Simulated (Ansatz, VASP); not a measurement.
## One calculation of SnSe2, two programs

INCAR

```
ALGO = Normal
EDIFF = 1E-6
ENCUT = 520
GGA = PE
ISIF = 2
ISMEAR = 0
IVDW = 12
LASPH = T
LCHARG = F
LREAL = F
LWAVE = F
NBANDS = 20
NELM = 100
PREC = Accurate
SIGMA = 0.03
```

The input KPOINTS:

```
k-points
0
Gamma
  12 12 6
```

Contents of POSCAR:

```
SnSe2
1.0
    3.8390485965      0.0000000000      0.0000000000
   -1.9195242983      3.3247136110      0.0000000000
    0.0000000000      0.0000000000      6.0116311009
Sn Se
1 2
Direct
    0.0000000000      0.0000000000      0.0000000000
    0.3333333333      0.6666666667      0.2651529964
    0.6666666667      0.3333333333      0.7348470036
```

Input for Ansatz:

```yaml
crystal:
  lattice:
    - [3.8390485965, 0.0, 0.0]
    - [-1.9195242983, 3.324713611, 0.0]
    - [0.0, 0.0, 6.0116311009]
  atoms:
    - { symbol: Sn, position: [0.0, 0.0, 0.0] }
    - { symbol: Se, position: [0.3333333333, 0.6666666667, 0.2651529964] }
    - { symbol: Se, position: [0.6666666667, 0.3333333333, 0.7348470036] }
basis:
  ecutwfc: 420
kpoints:
  mp_grid: { grid: [12, 12, 6] }
hamiltonian:
  xc: pbe
  dispersion: d3bj
scf:
  occupations: { method: gaussian, width: 0.03 }
output:
  forces: true
  stress: true
  eigenvalues: true
```

Alike in both runs: task single point; functional PBE; dispersion D3(BJ); k mesh 12 × 12 × 6; occupations gaussian, width 0.03 eV; no spin polarisation.

```csv
,VASP,Ansatz
version,VASP 6.6.1,Ansatz 0.2.0
potentials or method,"VASP PAW PBE potentials, release 64 (Sn_d, Se), cutoff 520 eV","scalar-relativistic, plane waves, PAW"
valence electrons in the cell,26,46
```

```tsv
	VASP	Ansatz	Ansatz less VASP
gap on the k mesh at the Fermi level (eV)	0.35	0.35	+0.005
least direct gap on the mesh (eV)	0.82	0.83	+0.011
pressure (GPa)	0.1	0.0	-0.07
rms of the force components (eV/Å)	0.006	0.000	-0.0060
```

Atom by atom the forces differ by 0.006 eV/Å (rms over components). VASP's potentials hold 26 valence electrons a cell and Ansatz's 46, so a difference there can come from the potentials and not from the codes.
